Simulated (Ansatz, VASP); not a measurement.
# WC in VASP and in Ansatz

File INCAR:

```
SYSTEM = WC
ALGO     = Normal         ! electronic algorithm
EDIFF    = 1E-6           ! SCF threshold, eV
ENCUT    = 520            ! plane-wave cutoff, eV
GGA      = PE             ! functional
ISIF     = 2              ! what is computed and relaxed
ISMEAR   = 1              ! smearing method
LASPH    = .TRUE.         ! aspherical terms in the spheres
LCHARG   = .FALSE.        ! write CHGCAR
LREAL    = .FALSE.        ! projectors in reciprocal space
LWAVE    = .FALSE.        ! write WAVECAR
NBANDS   = 16             ! bands
NELM     = 60             ! most SCF steps
PREC     = Accurate       ! precision mode
SIGMA    = 0.2            ! smearing width, eV
```

KPOINTS

```
k-points
0
G
  11 11 10
  0 0 0
```

Contents of POSCAR:

```
WC
1.0
    2.9065000000      0.0000000000      0.0000000000
   -1.4532500000      2.5171028361      0.0000000000
    0.0000000000      0.0000000000      2.8366000000
W C
1 1
Direct
    0.0000000000      0.0000000000      0.0000000000
    0.6666666667      0.3333333333      0.5000000000
```

Input for Ansatz:

```yaml
crystal:
  lattice:
    a: 2.9065
    b: 2.9065
    c: 2.8366
    alpha: 90.0
    beta: 90.0
    gamma: 120.0
  atoms:
    - { symbol: W, position: [0.0, 0.0, 0.0] }
    - { symbol: C, position: [0.6666666666666666, 0.3333333333333333, 0.5] }
basis:
  ecutwfc: 476.19925930478996
kpoints:
  mp_grid:
    grid: [11, 11, 10]
hamiltonian:
  xc: pbe
scf:
  occupations:
    method: methfessel_paxton
    width: 0.2
output:
  stress: true
```

Alike in both runs: task single point; functional PBE; k mesh 11 × 11 × 10; occupations methfessel-paxton of order 1, width 0.2 eV; no spin polarisation.

|  | VASP | Ansatz |
| --- | --- | --- |
| version | VASP 6.6.1 | Ansatz 0.2.0 |
| potentials or method | VASP PAW PBE potentials, release 64 (W_sv, C), cutoff 520 eV | plane waves, PAW |
| valence electrons in the cell | 18 | 18 |

```csv
,VASP,Ansatz,Ansatz less VASP
pressure (GPa),6.8,5.6,-1.16
"traceless stress, the component that is largest in VASP (GPa)",-0.06,-0.28,-0.219
```

Spin-orbit coupling is off throughout.
